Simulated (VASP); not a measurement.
Runs of VASP 6.6.1 on Al. The structure is that of space group Fm-3m (No. 225), or close to it. The cells are those of the table. 

```csv
task,level,potentials or basis,cell,cutoff (eV),gap on the mesh (eV),pressure (GPa),relaxed volume (Å³/atom)
relaxation of cell and atoms,LDA,"VASP PAW LDA potentials, release 64 (Al)","relaxed from a = 2.864 Å, angles 60.0°, 1 atom",600,none,0.0,15.77
relaxation of cell and atoms,PBEsol,"VASP PAW PBE potentials, release 64 (Al)","relaxed from a = 2.864 Å, angles 60.0°, 1 atom",600,none,0.0,(a)
single point,PBEsol,"VASP PAW PBE potentials, release 64 (Al)","a = 2.837 Å, angles 60.0°, 1 atom",520,none,0.0,-
single point,LDA,"VASP PAW LDA potentials, release 64 (Al)","a = 2.815 Å, angles 60.0°, 1 atom",520,none,0.0,-
```

Alike in all rows: no spin polarisation; k mesh 14 × 14 × 14; smearing methfessel-paxton 0.05 eV.

Question: Estimate the missing entries.

Answer: (a) 16.15.

Caveats: the PAW data sets were made with another functional, which shifts forces and pressure a little (some runs).

A gap of «none» marks levels without a gap at the run's occupations.
